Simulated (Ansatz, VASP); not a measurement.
# One calculation of AlHCl4, two programs

```
CELL_PARAMETERS angstrom
5.19934 0.00000 0.00000
0.00000 5.19934 0.00000
0.00000 0.00000 7.02694
ATOMIC_POSITIONS crystal
Al 0.50000 0.50000 0.50000
H 0.00000 0.00000 0.00000
Cl 0.00000 0.00000 0.77383
Cl 0.50000 0.50000 0.21576
Cl 0.50000 0.50000 0.78424
Cl 0.00000 0.00000 0.22617
```

Change from the starting cell: species swapped into the DyHoC4 type (P4/mmm, No. 123).

Alike in both runs: functional PBE; k mesh 6 × 6 × 4; occupations gaussian, width 0.02 eV; no spin polarisation.

Ansatz relaxed the structure, and its values are those at the end. VASP's run is a single point on that final structure, the one shown.

```csv
,VASP,Ansatz
version,VASP 6.6.1,Ansatz 0.2.0
potentials or method,"VASP PAW PBE potentials, release 64 (Al, H, Cl), cutoff 520 eV","scalar-relativistic, plane waves, PAW"
valence electrons in the cell,32,32
```

```csv
,VASP,Ansatz,Ansatz less VASP
gap on the k mesh at the Fermi level (eV),1.26,1.25,-0.005
least direct gap on the mesh (eV),1.27,1.26,-0.008
pressure (GPa),-0.1,0.0,+0.12
rms of the force components (eV/Å),0.017,0.001,-0.0153
```

With one functional, cell and mesh, what is left measures potentials, basis and numerics.
